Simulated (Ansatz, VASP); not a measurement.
# Zr12H: VASP beside Ansatz

```xyz
13
Lattice="6.4600 0.0000 0.0000 -4.8450 8.3918 0.0000 0.0000 0.0000 5.1454" Properties=species:S:1:pos:R:3 pbc="T T T"
Zr   -0.0074   -0.0578    0.0841
Zr    0.0002    1.8715    2.5546
Zr   -1.6442    2.8237    0.0428
Zr   -1.6200    4.6684    2.5263
Zr   -3.2228    5.6067   -0.0577
Zr   -3.2217    7.4585    2.5826
Zr    3.2234   -0.0008    0.0279
Zr    3.2300    1.8825    2.5741
Zr    1.6408    2.8251    0.0261
Zr    1.6234    4.6885    2.4923
Zr   -0.0093    5.5818   -0.0393
Zr   -0.0130    7.4402    2.5925
H    -0.0046    1.8473    4.5616
```

Alike in both runs: functional PBE; k mesh 3 × 2 × 3; occupations fermi-dirac, width 0.05 eV; no spin polarisation.

Ansatz relaxed the structure, and its values are those at the end. VASP's run is a single point on that final structure, the one shown.

|  | VASP | Ansatz |
| --- | --- | --- |
| version | VASP 6.6.1 | Ansatz 0.2.0 |
| potentials or method | VASP PAW PBE potentials, release 64 (Zr_sv, H), cutoff 520 eV | scalar-relativistic, plane waves, PAW |
| valence electrons in the cell | 145 | 145 |

```csv
,VASP,Ansatz,Ansatz less VASP
rms of the force components (eV/Å),0.010,0.009,-0.0003
```

The k mesh is coarse, so the values compare programs but aren't converged.
